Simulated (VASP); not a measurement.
Set up this calculation in VASP 6.6.1, as the native input.

```yaml
Task: relaxation of shape and atoms at fixed volume
Functional: r2SCAN
Potentials_or_basis: VASP PAW PBE potentials, release 64 (Be)
Cutoff: 600 eV
k_mesh: 24 × 24 × 12
Occupations: gaussian, width 0.1 eV
Spin: no spin polarisation
Dipole_correction: no
Further_INCAR_settings: ALGO = Normal; EDIFF = 1e-06; IBRION = 2; EDIFFG = -0.01; NSW = 50; ISIF = 4
```

The system is Be.

```xyz
2
Lattice="2.2412 0.0000 0.0000 -1.1206 1.9409 0.0000 0.0000 0.0000 3.5272" Properties=species:S:1:pos:R:3 pbc="T T T"
Be    0.0000    1.2939    0.8818
Be    1.1206    0.6470    2.6454
```

One way to write it, as run:

POSCAR

```
Be
1.0
    2.2411819439      0.0000000000      0.0000000000
   -1.1205909720      1.9409204979      0.0000000000
    0.0000000000      0.0000000000      3.5272153156
Be
2
Direct
    0.3333333333      0.6666666667      0.2500000000
    0.6666666667      0.3333333333      0.7500000000
```

INCAR.step1

```
PREC = Accurate ; ENCUT = 600
ISMEAR = 0 ; SIGMA = 0.1
LREAL = F ; LASPH = T
NELM = 80 ; GGA = PE
ALGO = Normal ; EDIFF = 1E-4
LWAVE = T ; LCHARG = F
```

INCAR.step2

```
PREC = Accurate ; ENCUT = 600
EDIFF = 1E-6 ; ISMEAR = 0
SIGMA = 0.1 ; LREAL = F
LASPH = T ; NELM = 80
ALGO = Normal ; ISIF = 4
LWAVE = F ; LCHARG = F
METAGGA = R2SCAN ; LMIXTAU = T
IBRION = 2 ; NSW = 50
EDIFFG = -0.01 ; ISTART = 1
```

KPOINTS

```
regular mesh
0
Gamma
  24 24 12
```

Potentials or basis: VASP PAW PBE potentials, release 64 (Be).

Launch:

```bash
$ cat potpaw_PBE.64/Be/POTCAR > POTCAR
$ cp INCAR.step1 INCAR
$ mpirun -np 1 vasp_std > vasp.out
$ cp INCAR.step2 INCAR
$ mpirun -np 1 vasp_std > vasp.out
```

Results of the run:

```
Energy gained by relaxing : 0.0 meV/atom
Ionic steps               : 2
Pressure after relaxing   : 4.2 GPa
Band gap on the k mesh    : zero (bands 2 and 3 overlap by 2.24 eV)
```

Caveat: the PAW data sets were made with another functional, which shifts forces and pressure a little.

Run time: 3.4 min on 1 thread of Intel Xeon 8259CL, on a shared host, peak memory 0.16 GiB.
